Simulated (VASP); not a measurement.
# HfZr4C3 (I4/mmm) in VASP: further runs

Runs on HfZr4C3. Level: PBE. Tasks: single point, relaxation of cell and atoms.

Program: VASP 6.6.1. These are calculated values, not measurements. Logs are shortened: lines on timing, memory, paths and dates and some standing lists are left out, and cuts for length are marked.

### Step 1. The cell of the first run

The structure is tetragonal, space group I4/mmm (No. 139). Conventional cell: a = 6.961 Å, b = 6.961 Å, c = 5.273 Å, α = 90.00°, β = 90.00°, γ = 90.00°. Within 2.9 Å of Zr (site symmetry m2m) lie 5 C at 2.16 to 2.81 Å and 2 Zr at 2.71 Å and 1 Hf at 2.76 Å. Within 3.5 Å of Hf (site symmetry 4/mmm) lie 2 C at 2.64 Å and 12 Zr at 2.76 to 3.41 Å. C (site symmetry -4m2) has 2 C at 2.64 Å and 8 Zr at 2.81 Å within 3.5 Å. C (site symmetry 4/mmm) has 4 Zr at 2.16 Å and 2 Hf at 2.64 Å within 2.9 Å.

The cell was built from a structure type or drawn by symmetry, and may not be a known phase.

### Step 2. Single point, PBE

The input, INCAR:

```
ALGO = Normal
EDIFF = 1E-7
ENCUT = 520
GGA = PE
ISIF = 2
ISMEAR = 0
LASPH = True
LCHARG = False
LREAL = False
LWAVE = False
NBANDS = 45
NELM = 80
PREC = Accurate
SIGMA = 0.2
```

The input, KPOINTS:

```
k-points
0
Gamma
  4 4 4
```

The input, POSCAR:

```
HfZr4C3
1.0
   -3.4806287524      3.4806287524      2.6365579284
    3.4806287524     -3.4806287524      2.6365579284
    3.4806287524      3.4806287524     -2.6365579284
Zr Hf C
4 1 3
Direct
    0.2808537767      0.2808537767      0.5617075534
    0.7191462233      0.7191462233      0.4382924466
    0.2808537767      0.7191462233      0.0000000000
    0.7191462233      0.2808537767      0.0000000000
    0.0000000000      0.0000000000      0.0000000000
    0.7500000000      0.2500000000      0.5000000000
    0.2500000000      0.7500000000      0.5000000000
    0.5000000000      0.5000000000      0.0000000000
```

Potentials or basis: VASP PAW PBE potentials, release 64 (Zr_sv, Hf_pv, C).

Launch:

```sh
> cat potpaw_PBE.64/Zr_sv/POTCAR potpaw_PBE.64/Hf_pv/POTCAR potpaw_PBE.64/C/POTCAR > POTCAR
> mpirun -np 1 vasp_std > vasp.out
```

OUTCAR:

```text
EDIFF = 1E-7
   ENCUT = 520
   GGA = PE
   ISIF = 2
   ISMEAR = 0
   LASPH = True
   LREAL = False
   NELM = 80
   PREC = Accurate

 ion  position               nearest neighbor table
   1  0.281  0.281  0.562-   8 2.16   2 2.71   2 2.71   5 2.76   7 2.81   7 2.81   6 2.81   6 2.81
                             4 3.05   3 3.05   5 3.41   5 3.41
   2  0.719  0.719  0.438-   8 2.16   1 2.71   1 2.71   5 2.76   6 2.81   6 2.81   7 2.81   7 2.81
                             4 3.05   3 3.05   5 3.41   5 3.41
   3  0.281  0.719  0.000-   8 2.16   4 2.71   4 2.71   5 2.76   6 2.81   7 2.81   7 2.81   6 2.81
                             1 3.05   2 3.05   5 3.41   5 3.41
   4  0.719  0.281  0.000-   8 2.16   3 2.71   3 2.71   5 2.76   7 2.81   6 2.81   6 2.81   7 2.81
                             1 3.05   2 3.05   5 3.41   5 3.41
   5  0.000  0.000  0.000-   8 2.64   8 2.64   4 2.76   1 2.76   2 2.76   3 2.76   2 3.41   4 3.41
                             4 3.41   3 3.41   1 3.41   3 3.41   1 3.41   2 3.41
   6  0.750  0.250  0.500-   1 2.81   3 2.81   1 2.81   2 2.81   4 2.81   4 2.81   2 2.81   3 2.81

   7  0.250  0.750  0.500-   1 2.81   4 2.81   1 2.81   2 2.81   3 2.81   3 2.81   2 2.81   4 2.81

   8  0.500  0.500  0.000-   1 2.16   2 2.16   3 2.16   4 2.16   5 2.64   5 2.64

  LATTYP: Found a body centered tetragonal cell.
 ALAT       =     6.9612575048
 C/A-ratio  =     0.7574947275

  Lattice vectors:

 A1 = (  -3.4806287524,   3.4806287524,   2.6365579284)
 A2 = (   3.4806287524,  -3.4806287524,   2.6365579284)
 A3 = (   3.4806287524,   3.4806287524,  -2.6365579284)

Analysis of symmetry for initial positions (statically):
=====================================================================
 Subroutine PRICEL returns:
 Original cell was already a primitive cell.

 Routine SETGRP: Setting up the symmetry group for a
 body centered tetragonal supercell.

 Subroutine GETGRP returns: Found 16 space group operations
 (whereof 16 operations were pure point group operations)
 out of a pool of 16 trial point group operations.

The static configuration has the point symmetry D_4h.

Analysis of symmetry for dynamics (positions and initial velocities):
=====================================================================
 Subroutine PRICEL returns:
 Original cell was already a primitive cell.

 Routine SETGRP: Setting up the symmetry group for a
 body centered tetragonal supercell.

 Subroutine GETGRP returns: Found 16 space group operations
 (whereof 16 operations were pure point group operations)
 out of a pool of 16 trial point group operations.

The dynamic configuration has the point symmetry D_4h.

 Subroutine INISYM returns: Found 16 space group operations
 (whereof 16 operations are pure point group operations),
 and found     1 'primitive' translations

----------------------------------------------------------------------------------------

                                     Primitive cell

  volume of cell :     127.7652

  direct lattice vectors                    reciprocal lattice vectors
    -3.480628752  3.480628752  2.636557928     0.000000000  0.143652206  0.189641196
     3.480628752 -3.480628752  2.636557928     0.143652206  0.000000000  0.189641196
     3.480628752  3.480628752 -2.636557928     0.143652206  0.143652206  0.000000000

  length of vectors
     5.583994156  5.583994156  5.583994156     0.237906998  0.237906998  0.203154899

  position of ions in fractional coordinates (direct lattice)
     0.280853777  0.280853777  0.561707553
     0.719146223  0.719146223  0.438292447
     0.280853777  0.719146223  0.000000000
     0.719146223  0.280853777  0.000000000
     0.000000000  0.000000000  0.000000000
     0.750000000  0.250000000  0.500000000
     0.250000000  0.750000000  0.500000000
     0.500000000  0.500000000  0.000000000

  ion indices of the primitive-cell ions
   primitive index   ion index
                 1           1
                 2           2
                 3           3
                 4           4
                 5           5
                 6           6
                 7           7
                 8           8

----------------------------------------------------------------------------------------

 KPOINTS: k-points

Automatic generation of k-mesh.
 Grid dimensions read from file:
 generate k-points for:    4    4    4

 Generating k-lattice:

  Cartesian coordinates                     Fractional coordinates (reciprocal lattice)
     0.000000000  0.035913052  0.047410299     0.250000000 -0.000000000  0.000000000
     0.035913052  0.000000000  0.047410299    -0.000000000  0.250000000  0.000000000
     0.035913052  0.035913052  0.000000000     0.000000000  0.000000000  0.250000000

  Length of vectors
     0.059476750  0.059476750  0.050788725

  Shift w.r.t. Gamma in fractional coordinates (k-lattice)
     0.000000000  0.000000000  0.000000000

 Subroutine IBZKPT returns following result:
 ===========================================

 Found     13 irreducible k-points:

 Following reciprocal coordinates:
            Coordinates               Weight
  0.000000  0.000000  0.000000      1.000000
  0.250000 -0.000000  0.000000      8.000000
  0.500000 -0.000000  0.000000      4.000000
  0.250000  0.250000  0.000000      8.000000
  0.500000  0.250000  0.000000     16.000000
 -0.250000  0.250000  0.000000      4.000000
  0.500000  0.500000  0.000000      2.000000
  0.250000  0.250000  0.250000      2.000000
 -0.250000  0.250000  0.250000      4.000000
  0.500000  0.500000  0.250000      4.000000
 -0.250000  0.500000  0.250000      8.000000
 -0.250000 -0.250000  0.250000      2.000000
  0.500000  0.500000  0.500000      1.000000
   k-points           NKPTS =     13   k-points in BZ     NKDIM =     13   number of bands    NBANDS=     45
   number of dos      NEDOS =    301   number of ions     NIONS =      8
   total plane-waves  NPLWV =  74088
   dimension x,y,z NGX =    42 NGY =   42 NGZ =   42
   dimension x,y,z NGXF=    84 NGYF=   84 NGZF=   84
   ions per type =               4   1   3
   NGX,Y,Z   is equivalent  to a cutoff of  12.50, 12.50, 12.50 a.u.
   NGXF,Y,Z  is equivalent  to a cutoff of  25.01, 25.01, 25.01 a.u.
 SYSTEM =  unknown system
   PREC   = accura    normal or accurate (medium, high low for compatibility)
   ISTART =      0    job   : 0-new  1-cont  2-samecut
   ICHARG =      2    charge: 1-file 2-atom 10-const
   ISPIN  =      1    spin polarized calculation?
   LNONCOLLINEAR =      F non collinear calculations
   LSORBIT =      F    spin-orbit coupling
   LASPH  =      T    aspherical Exc in radial PAW
   ENCUT  =  520.0 eV  38.22 Ry    6.18 a.u.  10.38 10.38 10.38*2*pi/ulx,y,z
   NELM   =     80;   NELMIN=  2; NELMDL= -5     # of ELM steps
   EDIFF  = 0.1E-06   stopping-criterion for ELM
   LREAL  =      F    real-space projection
   EDIFFG = 0.1E-05   stopping-criterion for IOM
   NSW    =      0    number of steps for IOM
   IBRION =     -1    ionic relax: 0-MD 1-quasi-New 2-CG
   NFREE  =      0    steps in history (QN), initial steepest desc. (CG)
   ISIF   =      2    stress and relaxation
   ISYM   =      2    0-nonsym 1-usesym 2-fastsym
   POTIM  = 0.5000    time-step for ionic-motion
   TEBEG  =    0.0;   TEEND  =   0.0 temperature during run
   PSTRESS=    0.0 pullay stress
   NELECT =      70.0000    total number of electrons
   NUPDOWN=      -1.0000    fix difference up-down
   EMIN   =  10.00;   EMAX   =-10.00  energy-range for DOS
   EFERMI =   0.00;   METHOD = LEGACY
   ISMEAR =     0;   SIGMA  =   0.20  broadening in eV -4-tet -1-fermi 0-gaus
   EFERMI_NEDOS =   21; number of points for ismear=-14 and -15
   IALGO  =     38    algorithm
   IMIX   =      4    mixing-type and parameters
     AMIX     =   0.40;   BMIX     =  1.00
     AMIX_MAG =   1.60;   BMIX_MAG =  1.00
  volume/ion in A,a.u.               =      15.97       107.78
  Fermi-wavevector in a.u.,A,eV,Ry     =   1.339584  2.531447 24.415453  1.794485
  Thomas-Fermi vector in A             =   2.467964
   LORBIT       =      0    0 simple, 1 ext, 2 COOP (PROOUT), +10 PAW based schemes
   GGA     = PE    functional components
   LHFCALC =     F    Hartree Fock is set to
   AEXX    =    0.0000 exact exchange contribution
   IVDW    =     0    specifies the selected vdW correction
   LEPSILON=     F    determine dielectric tensor
   LRPA    =     F    only Hartree local field effects (RPA)
 non-spin polarized calculation
 Gauss-broadening in eV      SIGMA  =   0.20
  energy-cutoff  :      520.00
  volume of cell :      127.77
 maximum number of plane-waves:      3458
 NGX is ok and might be reduce to    42
   NGX = 21   NGY = 21   NGZ = 21

 number of electron      70.0000000 magnetization

 Free energy of the ion-electron system (eV)
  ---------------------------------------------------
  ext. energy  EPLUGINS =         0.00000000
  ---------------------------------------------------
  free energy    TOTEN  =       -65.26912710 eV

  energy without entropy =      -65.15632173  energy(sigma->0) =      -65.21272442

 E-fermi :   8.4031     XC(G=0): -11.6092

 val. band max:        8.4017187172   @ k =   0.5000   0.2500   0.0000
 cond. band min:       8.4126809207   @ k =   0.5000   0.5000   0.2500
 fundamental gap:      0.0109622035
 Fermi energy:         8.4030887588

 k-point     1 :       0.0000    0.0000    0.0000
  band No.  band energies     occupation
      1     -40.1571      2.00000
      2     -40.0643      2.00000
      3     -39.8107      2.00000
      4     -39.8107      2.00000
      5     -22.2061      2.00000
      6     -22.2061      2.00000
[... 37 lines left out ...]
     44      11.2387      0.00000
     45      11.2857      0.00000

 k-point     2 :       0.2500   -0.0000    0.0000
  band No.  band energies     occupation
      1     -40.1087      2.00000
      2     -40.0298      2.00000
      3     -39.8618      2.00000
      4     -39.8482      2.00000
      5     -22.2003      2.00000
      6     -22.1965      2.00000
[... 520 lines left out ...]
 k-point    13 :       0.5000    0.5000    0.5000
  band No.  band energies     occupation
      1     -40.1115      2.00000
      2     -40.1115      2.00000
      3     -39.8561      2.00000
      4     -39.7647      2.00000
      5     -22.1715      2.00000
      6     -22.1715      2.00000
[... 37 lines left out ...]
     44      12.3409      0.00000
     45      13.0044      0.00000

------------------------ aborting loop because EDIFF is reached ----------------------------------------

  FORCE on cell =-STRESS in cart. coord.  units (eV):
  Direction    XX          YY          ZZ          XY          YZ          ZX
  --------------------------------------------------------------------------------------
  -------------------------------------------------------------------------------------
  Total        0.1760052      0.1760052     -0.0822518      0.0000000      0.0000000      0.0000000
  in kB        2.2071070      2.2071070     -1.0314386      0.0000000      0.0000000      0.0000000
  external PRESSURE =       1.1275918 kB  Pullay stress =       0.0000000 kB

 VOLUME and BASIS-vectors are now :
 -----------------------------------------------------------------------------
  energy-cutoff  :      520.00
  volume of cell :      127.77
      direct lattice vectors                 reciprocal lattice vectors
    -3.480628752  3.480628752  2.636557928     0.000000000  0.143652206  0.189641196
     3.480628752 -3.480628752  2.636557928     0.143652206  0.000000000  0.189641196
     3.480628752  3.480628752 -2.636557928     0.143652206  0.143652206  0.000000000

 POSITION                                       TOTAL-FORCE (eV/Angst)
 -----------------------------------------------------------------------------------
      1.95510      1.95510      0.00000        -0.012202     -0.012202      0.000000
      1.52553      1.52553      2.63656         0.012202      0.012202     -0.000000
      1.52553     -1.52553      2.63656         0.012202     -0.012202      0.000000
     -1.52553      1.52553      2.63656        -0.012202      0.012202      0.000000
      0.00000      0.00000      0.00000        -0.000000      0.000000      0.000000
     -0.00000      3.48063      1.31828        -0.000000     -0.000000      0.000000
      3.48063     -0.00000      1.31828        -0.000000      0.000000      0.000000
      0.00000      0.00000      2.63656        -0.000000      0.000000      0.000000
 -----------------------------------------------------------------------------------
    total drift:                               -0.000000     -0.000000      0.000000

  FREE ENERGIE OF THE ION-ELECTRON SYSTEM (eV)
  ---------------------------------------------------
  free  energy   TOTEN  =       -65.2691270987 eV

  energy  without entropy=      -65.1563217333  energy(sigma->0) =      -65.21272442
```

It took 3.2 min on 1 thread of Intel Xeon 8259CL, shared host; peak memory 0.29 GiB.

What came out:

```yaml
Free_energy: -65.2691 eV
Pressure: 0.1 GPa
Largest_force: 0.017 eV/Å
Band_gap_on_the_k_mesh: zero (bands 35 and 36 overlap by 0.75 eV)
```

Forces in eV/Å, atoms in the order of the input:
```
Zr  -0.012 -0.012  0.000
Zr   0.012  0.012  0.000
Zr   0.012 -0.012  0.000
Zr  -0.012  0.012  0.000
Hf   0.000  0.000  0.000
C    0.000  0.000  0.000
C    0.000  0.000  0.000
C    0.000  0.000  0.000
```

Levels at points of the mesh, in eV from the Fermi level:
| k point | band 33 | band 34 | band 35 | band 36 | band 37 | band 38 |
| --- | --- | --- | --- | --- | --- | --- |
| (0.00, 0.00, 0.00) | -1.02 | -0.32 | 0.00 | 0.82 | 0.96 | 1.09 |
| (0.50, 0.00, 0.00) | -0.45 | -0.38 | -0.15 | -0.12 | 0.63 | 0.74 |
| (0.50, 0.50, 0.00) | -0.84 | -0.36 | 0.14 | 0.15 | 0.16 | 0.67 |
| (0.50, 0.50, 0.50) | -0.95 | -0.95 | -0.95 | -0.61 | -0.37 | 2.04 |

Caveat: the k points lie up to 0.37 Å⁻¹ apart, too coarse for converged energies and pressures of a metal; spin-orbit coupling is left out, which moves the levels of the heavy elements.

### Step 3. Relaxation of cell and atoms, PBE

This run uses another cell than the first one, of 18.21 Å³/atom.

The input, INCAR:

```
PREC     = Accurate       # precision mode
ENCUT    = 600            # plane-wave cutoff, eV
EDIFF    = 1E-6           # SCF threshold, eV
ISMEAR   = 0              # smearing method
SIGMA    = 0.2            # smearing width, eV
LREAL    = False          # projectors in reciprocal space
LASPH    = True           # aspherical terms in the spheres
NELM     = 100            # most SCF steps
ALGO     = Normal         # electronic algorithm
ISIF     = 3              # what is computed and relaxed
LWAVE    = False          # write WAVECAR
LCHARG   = False          # write CHGCAR
GGA      = PE             # functional
IBRION   = 2              # ionic algorithm
NSW      = 36             # ionic steps
EDIFFG   = -0.08          # ionic threshold
```

The input, KPOINTS:

```
regular mesh
0
Gamma
  4 4 4
```

The input, POSCAR:

```
HfZr4C3
1.0
   -3.2440862600      3.2440862600      3.4612886600
    3.2440862600     -3.2440862600      3.4612886600
    3.2440862600      3.2440862600     -3.4612886600
Zr Hf C
4 1 3
Direct
    0.2757073600      0.2757073600      0.5514147300
    0.7242926400      0.7242926400      0.4485852700
    0.2757073600      0.7242926400      0.0000000000
    0.7242926400      0.2757073600      0.0000000000
    0.0000000000      0.0000000000      0.0000000000
    0.7500000000      0.2500000000      0.5000000000
    0.2500000000      0.7500000000      0.5000000000
    0.5000000000      0.5000000000      0.0000000000
```

Potentials or basis: VASP PAW PBE potentials, release 64 (Zr_sv, Hf_pv, C).

Launch:

```sh
> cat potpaw_PBE.64/Zr_sv/POTCAR potpaw_PBE.64/Hf_pv/POTCAR potpaw_PBE.64/C/POTCAR > POTCAR
> mpirun -np 1 vasp_std > vasp.out
```

Wall time 35 min (1 thread of Intel Xeon 8259CL, shared host); peak memory 0.4 GiB.

Results (log left out):

| Quantity | Value |
| --- | --- |
| Free energy | -65.2725 eV |
| Relaxed volume | 16.00 Å³/atom |
| Relaxed cell | a = 5.586 Å, b = 5.586 Å, c = 5.586 Å, α = 102.94°, β = 102.94°, γ = 123.52° |
| Space group after relaxing (to 0.1 Å) | I4/mmm (No. 139) |
| Energy gained by relaxing | 488.5 meV/atom |
| Ionic steps | 11 |
| Pressure after relaxing | -0.1 GPa |
| Largest force after relaxing | 0.020 eV/Å |
| Band gap on the k mesh | zero (bands 35 and 36 overlap by 0.77 eV) |

Forces in eV/Å, atoms in the order of the input:
```
Zr   0.014  0.014  0.000
Zr  -0.014 -0.014  0.000
Zr  -0.014  0.014  0.000
Zr   0.014 -0.014  0.000
Hf   0.000  0.000  0.000
C    0.000  0.000  0.000
C    0.000  0.000  0.000
C    0.000  0.000  0.000
```

Stress tensor (GPa, compression positive):
```
 0.05  0.00  0.00
 0.00  0.05  0.00
 0.00  0.00 -0.52
```

The path:
```
step  energy change (eV)  largest force (eV/Å)  pressure (GPa)  volume (Å³)
   1              0.0000                0.8286           -0.57       145.71
   2             -2.2459                1.4757           -8.36       142.95
   3             -2.8688                2.4639          -10.01       138.92
   4             -2.8361                2.1891          -10.09       140.31
   5             -3.4164                1.7532            6.29       120.94
   6             -3.6304                1.7659           -0.73       126.99
   7             -3.8688                0.2983            2.63       125.55
   8             -3.8859                0.1641            1.75       125.84
   9             -3.9043                0.0787           -0.34       128.15
  10             -3.9043                0.0761           -0.37       128.23
  11             -3.9076                0.0200           -0.14       127.99
```

Final structure:
```yaml
crystal:
  lattice:
    - [-3.47944, 3.47944, 2.64295]
    - [3.47944, -3.47944, 2.64295]
    - [3.47944, 3.47944, -2.64295]
  atoms:
    - { symbol: Zr, position: [0.28062, 0.28062, 0.56124] }
    - { symbol: Zr, position: [0.71938, 0.71938, 0.43877] }
    - { symbol: Zr, position: [0.28062, 0.71938, 0.00000] }
    - { symbol: Zr, position: [0.71938, 0.28062, 0.00000] }
    - { symbol: Hf, position: [0.00000, 0.00000, 0.00000] }
    - { symbol: C, position: [0.75000, 0.25000, 0.50000] }
    - { symbol: C, position: [0.25000, 0.75000, 0.50000] }
    - { symbol: C, position: [0.50000, 0.50000, 0.00000] }
```

Levels at points of the mesh, in eV from the Fermi level:
```csv
k point,band 33,band 34,band 35,band 36,band 37,band 38
"(0.00, 0.00, 0.00)",-1.03,-0.33,-0.02,0.83,0.97,1.08
"(0.50, 0.00, 0.00)",-0.44,-0.39,-0.13,-0.13,0.63,0.74
"(0.50, 0.50, 0.00)",-0.84,-0.36,0.14,0.15,0.17,0.68
"(0.50, 0.50, 0.50)",-0.95,-0.95,-0.95,-0.62,-0.37,2.05
```

Caveat: spin-orbit coupling is left out, which moves the levels of the heavy elements.
